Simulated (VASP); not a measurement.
# Si31Sn (P1) in VASP: further runs

The runs below take Si31Sn through single point, relaxation of volume and atoms at fixed shape, with PBEsol.

All numbers are computed with VASP 6.6.1; they aren't measurements. Logs are shortened: lines on timing, memory, paths and dates and some standing lists are left out, and cuts for length are marked.

### 1 The cell of the first run

The typed cell holds 64 atoms: a = 10.932 Å, b = 10.932 Å, c = 10.932 Å, α = 90.00°, β = 90.00°, γ = 90.00°.

### 2 Single point, PBEsol

Contents of INCAR:

```
ALGO     = Normal         # electronic algorithm
EDIFF    = 1E-6           # SCF threshold, eV
ENCUT    = 500            # plane-wave cutoff, eV
GGA      = PS             # functional
GGA_COMPAT= False        
ISIF     = 2              # what is computed and relaxed
ISMEAR   = -1             # smearing method
ISYM     = -1           
LASPH    = True           # aspherical terms in the spheres
LCHARG   = False          # write CHGCAR
LREAL    = Auto         
LWAVE    = False          # write WAVECAR
NBANDS   = 176            # bands
NELM     = 120            # most SCF steps
PREC     = Accurate       # precision mode
SIGMA    = 0.05           # smearing width, eV
```

Contents of KPOINTS:

```
explicit points
1
Reciprocal
  0.25000000   0.25000000   0.25000000 1
```

Contents of POSCAR:

```
Si31Sn
1.0
   10.9317948275      0.0000000000      0.0000000000
    0.0000000000     10.9317948275      0.0000000000
    0.0000000000      0.0000000000     10.9317948275
Si Sn
62 2
Direct
    0.0002340000      0.0002770000      0.0000400000
    0.9985880000      0.9988050000      0.4999670000
    0.9984330000      0.5001780000      0.0014020000
    0.0002040000      0.5000160000      0.5001750000
    0.5001590000      0.0013980000      0.0041460000
    0.4995600000      0.0027970000      0.4976740000
    0.4996170000      0.4975910000      0.0027890000
    0.5083880000      0.5065030000      0.4893840000
    0.1253230000      0.1253330000      0.1251060000
    0.1210880000      0.1243260000      0.6250230000
    0.1237680000      0.6255290000      0.1267280000
    0.1225150000      0.6279410000      0.6256940000
    0.6252520000      0.1269130000      0.1265930000
    0.6275990000      0.1228440000      0.6257130000
    0.6250780000      0.6255220000      0.1251290000
    0.6358180000      0.6193540000      0.6167540000
    0.2500790000      0.2502330000      0.9999780000
    0.2403540000      0.2408760000      0.4904620000
    0.2474010000      0.7513080000      0.0039000000
    0.2478330000      0.7499580000      0.4979840000
    0.7510720000      0.2505710000      0.0011500000
    0.7499160000      0.2502450000      0.5001760000
    0.7524330000      0.7503770000      0.0025700000
    0.7538150000      0.7513490000      0.4975900000
    0.3751490000      0.3740060000      0.1265930000
    0.3751580000      0.8751270000      0.1253800000
    0.3662060000      0.8840430000      0.6163320000
    0.8751570000      0.3751420000      0.1252210000
    0.8765530000      0.3740840000      0.6251880000
    0.8765010000      0.8754830000      0.1265680000
    0.8752690000      0.8752060000      0.6253150000
    0.2499800000      0.9988890000      0.2486840000
    0.2475360000      0.0028870000      0.7495030000
    0.2501080000      0.5001120000      0.2500380000
    0.2393010000      0.5065170000      0.7585710000
    0.7498940000      0.0003520000      0.2500560000
    0.7540280000      0.0014710000      0.7502890000
    0.7514030000      0.5002150000      0.2485290000
    0.7525760000      0.4977310000      0.7494720000
    0.3749410000      0.1242400000      0.3713810000
    0.3755550000      0.1227550000      0.8776950000
    0.3754890000      0.6279400000      0.3726080000
    0.3666740000      0.6191830000      0.8861730000
    0.8749010000      0.1252180000      0.3753890000
    0.8765170000      0.1267270000      0.8755350000
    0.8766680000      0.6254500000      0.3741030000
    0.8748880000      0.6254530000      0.8751690000
    0.9987320000      0.2499570000      0.2488950000
    0.9998500000      0.2503910000      0.7502350000
    0.0000870000      0.7503880000      0.2503210000
    0.9986000000      0.7514120000      0.7502310000
    0.5000470000      0.2504110000      0.2501760000
    0.5089240000      0.2415390000      0.7590330000
    0.5001240000      0.7514180000      0.2488320000
    0.1227280000      0.3753060000      0.3726220000
    0.1213380000      0.3745030000      0.8777220000
    0.1241320000      0.8752570000      0.3741490000
    0.1252050000      0.8755020000      0.8750430000
    0.6277010000      0.3745750000      0.3714340000
    0.6272880000      0.3757560000      0.8772540000
    0.6251010000      0.8755270000      0.3752280000
    0.6347470000      0.8849720000      0.8848270000
    0.3747630000      0.3742500000      0.6248130000
    0.5003600000      0.7513870000      0.7506780000
```

Potentials or basis: VASP PAW PBE potentials, release 64 (Si, Sn_d).

On the command line:

```sh
$ cat potpaw_PBE.64/Si/POTCAR potpaw_PBE.64/Sn_d/POTCAR > POTCAR
$ mpirun -np 1 vasp_std > vasp.out
```

OUTCAR:

```text
EDIFF = 1E-6
   ENCUT = 500
   GGA = PS
   ISIF = 2
   ISMEAR = -1
   ISYM = -1
   LASPH = True
   LREAL = Auto
   NELM = 120
   PREC = Accurate

 ion  position               nearest neighbor table
   1  0.000  0.000  0.000-  45 2.36  58 2.37  30 2.37   9 2.37
   2  0.999  0.999  0.500-  31 2.35  10 2.35  44 2.36  57 2.37
   3  0.998  0.500  0.001-  28 2.35  56 2.35  47 2.37  11 2.37
   4  0.000  0.500  0.500-  29 2.36  55 2.37  46 2.37  12 2.37
   5  0.500  0.001  0.004-  62 2.34  41 2.35  26 2.35  13 2.35
   6  0.500  0.003  0.498-  27 2.34  40 2.35  61 2.37  14 2.37
[... 56 lines left out ...]
  63  0.375  0.374  0.625-  53 2.53   8 2.53  35 2.53  18 2.54
  64  0.500  0.751  0.751-  27 2.53  43 2.53  16 2.53  62 2.54

IMPORTANT INFORMATION: All symmetrisations will be switched off!
NOSYMM: (Re-)initialisation of all symmetry stuff for point group C_1.

----------------------------------------------------------------------------------------

                                     Primitive cell

  volume of cell :    1306.3947

  direct lattice vectors                    reciprocal lattice vectors
    10.931794827  0.000000000  0.000000000     0.091476287  0.000000000  0.000000000
     0.000000000 10.931794827  0.000000000     0.000000000  0.091476287  0.000000000
     0.000000000  0.000000000 10.931794827     0.000000000  0.000000000  0.091476287

  length of vectors
    10.931794827 10.931794827 10.931794827     0.091476287  0.091476287  0.091476287

  position of ions in fractional coordinates (direct lattice)
     0.000234000  0.000277000  0.000040000
     0.998588000  0.998805000  0.499967000
     0.998433000  0.500178000  0.001402000
     0.000204000  0.500016000  0.500175000
     0.500159000  0.001398000  0.004146000
     0.499560000  0.002797000  0.497674000
[... 56 lines left out ...]
     0.374763000  0.374250000  0.624813000
     0.500360000  0.751387000  0.750678000

  ion indices of the primitive-cell ions
   primitive index   ion index
                 1           1
                 2           2
                 3           3
                 4           4
                 5           5
                 6           6
[... 56 lines left out ...]
                63          63
                64          64

----------------------------------------------------------------------------------------

 KPOINTS: explicit points

Read explicit list of k-points.

 Found      1 k-points:

 Following reciprocal coordinates:
            Coordinates               Weight
  0.250000  0.250000  0.250000      1.000000
   k-points           NKPTS =      1   k-points in BZ     NKDIM =      1   number of bands    NBANDS=    176
   number of dos      NEDOS =    301   number of ions     NIONS =     64
   total plane-waves  NPLWV = 512000
   dimension x,y,z NGX =    80 NGY =   80 NGZ =   80
   dimension x,y,z NGXF=   160 NGYF=  160 NGZF=  160
   ions per type =              62   2
   NGX,Y,Z   is equivalent  to a cutoff of  12.17, 12.17, 12.17 a.u.
   NGXF,Y,Z  is equivalent  to a cutoff of  24.33, 24.33, 24.33 a.u.
 SYSTEM =  unknown system
   PREC   = accura    normal or accurate (medium, high low for compatibility)
   ISTART =      0    job   : 0-new  1-cont  2-samecut
   ICHARG =      2    charge: 1-file 2-atom 10-const
   ISPIN  =      1    spin polarized calculation?
   LNONCOLLINEAR =      F non collinear calculations
   LSORBIT =      F    spin-orbit coupling
   LASPH  =      T    aspherical Exc in radial PAW
   ENCUT  =  500.0 eV  36.75 Ry    6.06 a.u.  19.93 19.93 19.93*2*pi/ulx,y,z
   NELM   =    120;   NELMIN=  2; NELMDL= -5     # of ELM steps
   EDIFF  = 0.1E-05   stopping-criterion for ELM
   LREAL  =      T    real-space projection
   EDIFFG = 0.1E-04   stopping-criterion for IOM
   NSW    =      0    number of steps for IOM
   IBRION =     -1    ionic relax: 0-MD 1-quasi-New 2-CG
   NFREE  =      0    steps in history (QN), initial steepest desc. (CG)
   ISIF   =      2    stress and relaxation
   ISYM   =     -1    0-nonsym 1-usesym 2-fastsym
[... 1 lines left out ...]
   TEBEG  =    0.0;   TEEND  =   0.0 temperature during run
   PSTRESS=    0.0 pullay stress
   NELECT =     276.0000    total number of electrons
   NUPDOWN=      -1.0000    fix difference up-down
   EMIN   =  10.00;   EMAX   =-10.00  energy-range for DOS
   EFERMI =   0.00;   METHOD = LEGACY
   ISMEAR =    -1;   SIGMA  =   0.05  broadening in eV -4-tet -1-fermi 0-gaus
   EFERMI_NEDOS =   21; number of points for ismear=-14 and -15
   IALGO  =     38    algorithm
   IMIX   =      4    mixing-type and parameters
     AMIX     =   0.40;   BMIX     =  1.00
     AMIX_MAG =   1.60;   BMIX_MAG =  1.00
  volume/ion in A,a.u.               =      20.41       137.75
  Fermi-wavevector in a.u.,A,eV,Ry     =   0.975034  1.842547 12.934938  0.950691
  Thomas-Fermi vector in A             =   2.105541
   LORBIT       =      0    0 simple, 1 ext, 2 COOP (PROOUT), +10 PAW based schemes
   GGA     = PS    functional components
   LHFCALC =     F    Hartree Fock is set to
   AEXX    =    0.0000 exact exchange contribution
   IVDW    =     0    specifies the selected vdW correction
   LEPSILON=     F    determine dielectric tensor
   LRPA    =     F    only Hartree local field effects (RPA)
 non-spin polarized calculation
  energy-cutoff  :      500.00
  volume of cell :     1306.39
 maximum number of plane-waves:     33197
 NGX is ok and might be reduce to    80
   NGX = 39   NGY = 39   NGZ = 39

 number of electron     275.9999984 magnetization

 Free energy of the ion-electron system (eV)
  ---------------------------------------------------
  ext. energy  EPLUGINS =         0.00000000
  ---------------------------------------------------
  free energy    TOTEN  =      -363.62525307 eV

  energy without entropy =     -363.62505912  energy(sigma->0) =     -363.62515609

 E-fermi :   6.0343     XC(G=0):  -9.5471

 val. band max:        5.5402751031   @ k =   0.2500   0.2500   0.2500
 cond. band min:       6.5388178322   @ k =   0.2500   0.2500   0.2500
 fundamental gap:      0.9985427291
 Fermi energy:         6.0343312743

 k-point     1 :       0.2500    0.2500    0.2500
  band No.  band energies     occupation
      1     -15.0837      2.00000
      2     -15.0830      2.00000
      3     -15.0699      2.00000
      4     -15.0694      2.00000
      5     -15.0688      2.00000
      6     -15.0671      2.00000
[... 142 lines left out ...]
    149       7.6248      0.00000
    150       7.6522      0.00000
 [bands above 150 left out]

------------------------ aborting loop because EDIFF is reached ----------------------------------------

  FORCE on cell =-STRESS in cart. coord.  units (eV):
  Direction    XX          YY          ZZ          XY          YZ          ZX
  --------------------------------------------------------------------------------------
  -------------------------------------------------------------------------------------
  Total        0.8194467      0.7322724      0.8210078     -9.1067161     -9.0919289     -9.2349489
  in kB        1.0049787      0.8980672      1.0068933    -11.1685802    -11.1504450    -11.3258463
  external PRESSURE =       0.9699797 kB  Pullay stress =       0.0000000 kB

 VOLUME and BASIS-vectors are now :
 -----------------------------------------------------------------------------
  energy-cutoff  :      500.00
  volume of cell :     1306.39
      direct lattice vectors                 reciprocal lattice vectors
    10.931794827  0.000000000  0.000000000     0.091476287  0.000000000  0.000000000
     0.000000000 10.931794827  0.000000000     0.000000000  0.091476287  0.000000000
     0.000000000  0.000000000 10.931794827     0.000000000  0.000000000  0.091476287

 POSITION                                       TOTAL-FORCE (eV/Angst)
 -----------------------------------------------------------------------------------
      0.00256      0.00303      0.00044        -0.003239      0.000787      0.001655
     10.91636     10.91873      5.46554         0.000834      0.007161     -0.005587
     10.91466      5.46784      0.01533        -0.005188      0.003199      0.007177
      0.00223      5.46607      5.46781        -0.001313      0.008366      0.001067
      5.46764      0.01528      0.04532         0.001442      0.009588      0.001335
      5.46109      0.03058      5.44047         0.012181      0.008029      0.002034
[... 56 lines left out ...]
      4.09683      4.09122      6.83033        -0.004606      0.013375      0.006260
      5.46983      8.21401      8.20626        -0.000540     -0.017229     -0.003904
 -----------------------------------------------------------------------------------
    total drift:                               -0.006721     -0.032631     -0.004509

  FREE ENERGIE OF THE ION-ELECTRON SYSTEM (eV)
  ---------------------------------------------------
  free  energy   TOTEN  =      -363.6252530676 eV

  energy  without entropy=     -363.6250591182  energy(sigma->0) =     -363.62515609
```

Run time: 3.6 min. Hardware: 1 thread of Intel Xeon 6975P-C (Granite Rapids), shared host; peak memory 0.96 GiB.

What came out:

| Item | Value |
| --- | --- |
| Free energy | -363.6253 eV |
| Pressure | 0.1 GPa |
| Largest force | 0.018 eV/Å |
| Band gap on the k mesh | 1.00 eV |

Forces in eV/Å, atoms in the order of the input:
```
Si  -0.003  0.001  0.002
Si   0.001  0.007 -0.006
Si  -0.005  0.003  0.007
Si  -0.001  0.008  0.001
Si   0.001  0.010  0.001
Si   0.012  0.008  0.002
Si   0.006  0.007  0.004
Si   0.002 -0.001 -0.007
Si  -0.002 -0.004 -0.002
Si  -0.007 -0.010 -0.003
Si  -0.005 -0.007  0.008
Si  -0.007 -0.001 -0.009
Si   0.007 -0.005  0.000
Si   0.003 -0.008 -0.014
Si   0.001 -0.007 -0.002
Si   0.002  0.008  0.005
Si  -0.002 -0.002  0.005
Si  -0.003  0.000  0.002
Si   0.000  0.001 -0.002
Si  -0.009  0.000 -0.009
Si   0.002  0.000  0.005
Si   0.005 -0.001 -0.003
Si   0.010  0.002  0.009
Si  -0.004  0.000 -0.001
Si  -0.006 -0.008  0.003
Si  -0.002 -0.006 -0.003
Si   0.000 -0.014 -0.006
Si  -0.005 -0.003 -0.005
Si  -0.002 -0.007 -0.007
Si  -0.001  0.004 -0.005
Si  -0.002 -0.006 -0.008
Si  -0.011  0.003  0.002
Si  -0.002  0.007  0.016
Si   0.000  0.007  0.004
Si   0.000 -0.007 -0.005
Si   0.000  0.000  0.007
Si   0.003  0.008  0.002
Si   0.007  0.005 -0.002
Si   0.010  0.001  0.012
Si   0.001 -0.010 -0.011
Si  -0.009 -0.005  0.000
Si  -0.006 -0.004 -0.005
Si   0.005  0.005  0.002
Si   0.002  0.001 -0.004
Si   0.003  0.004  0.004
Si   0.007 -0.006 -0.010
Si   0.000 -0.004 -0.001
Si  -0.001 -0.004  0.000
Si   0.004  0.007  0.005
Si   0.002  0.004 -0.001
Si   0.002  0.013  0.004
Si   0.006  0.008 -0.002
Si   0.001  0.008  0.009
Si   0.001  0.015 -0.001
Si  -0.014  0.005 -0.008
Si   0.001 -0.003  0.005
Si  -0.002  0.000 -0.001
Si  -0.003 -0.005  0.002
Si   0.001 -0.004  0.003
Si   0.008 -0.002  0.009
Si   0.000 -0.004 -0.004
Si   0.003 -0.007  0.006
Sn  -0.005  0.013  0.006
Sn  -0.001 -0.017 -0.004
```

Levels at points of the mesh, in eV from the valence-band top:
```tsv
k point	band 135	band 136	band 137	band 138	band 139	band 140	band 141	band 142
(0.25, 0.25, 0.25)	-0.46	-0.41	-0.02	0.00	1.00	1.02	1.04	1.48
```

Caveat: the PAW data sets were made with another functional, which shifts forces and pressure a little; spin-orbit coupling is left out, which moves the levels of the heavy elements; a shifted mesh leaves out Γ, where band edges can lie. A k mesh can miss the band edges.

(Part 1 of 2 ends here.)
